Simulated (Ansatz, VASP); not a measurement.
# One calculation of Ir, two programs

Contents of POSCAR:

```
Ir
1.0
    0.0000000000      1.9197000000      1.6317450000
    1.9197000000      0.0000000000      1.6317450000
    1.9197000000      1.9197000000      0.0000000000
Ir
1
Direct
    0.0000000000      0.0000000000      0.0000000000
```

INCAR.step1

```
PREC = Accurate
ENCUT = 520
ISMEAR = 0
SIGMA = 0.15
LREAL = F
LASPH = T
NELM = 80
NBANDS = 10
GGA = PE
ALGO = Normal
EDIFF = 1E-4
LWAVE = T
LCHARG = F
```

The input INCAR.step2:

```
PREC = Accurate
ENCUT = 520
EDIFF = 1E-6
ISMEAR = 0
SIGMA = 0.15
LREAL = F
LASPH = T
NELM = 80
ALGO = Normal
ISIF = 2
LWAVE = F
LCHARG = F
METAGGA = R2SCAN
LMIXTAU = T
NBANDS = 10
ISTART = 1
```

File KPOINTS:

```
Automatic mesh
0
Gamma
  22 22 22
```

Input for Ansatz:

```yaml
crystal:
  lattice:
    - [0.0, 1.9197, 1.631745]
    - [1.9197, 0.0, 1.631745]
    - [1.9197, 1.9197, 0.0]
  atoms:
    - { symbol: Ir, position: [0.0, 0.0, 0.0] }
basis:
  ecutwfc: 500
kpoints:
  mp_grid: { grid: [22, 22, 22] }
hamiltonian:
  xc: r2scan
scf:
  occupations: { method: gaussian, width: 0.15 }
output:
  forces: true
  stress: true
  eigenvalues: true
```

Change from the starting cell: strain -0.1500 x Voigt [0, 0, 1, 0, 0, 0], atoms carried along.

Alike in both runs: task single point; functional r2SCAN; k mesh 22 × 22 × 22; occupations gaussian, width 0.15 eV; no spin polarisation.

|  | VASP | Ansatz |
| --- | --- | --- |
| version | VASP 6.6.1 | Ansatz 0.2.0 |
| potentials or method | VASP PAW PBE potentials, release 64 (Ir), cutoff 520 eV | scalar-relativistic, plane waves, PAW |
| valence electrons in the cell | 9 | 17 |

Ansatz gave:

- gap on the k mesh at the Fermi level (eV): none
- pressure (GPa): 101.1
- traceless stress, the component that is largest in VASP (GPa): 48.08

Task: Estimate VASP's values.

Result: gap on the k mesh at the Fermi level (eV): none; pressure (GPa): 107.4; traceless stress, the component that is largest in VASP (GPa): 48.30.

VASP's potentials were made for PBE, not for r2SCAN. A gap of «none» marks a metal or a gap that the smearing closes. Both programs put the cell under a high pressure, so it lies far from rest at this level. With one functional, cell and mesh, what is left measures potentials, basis and numerics. VASP's potentials hold 9 valence electrons a cell and Ansatz's 17, so a difference there can come from the potentials and not from the codes.

Spin-orbit coupling is off throughout. Noted on VASP's run: the cell as given lies far from equilibrium.
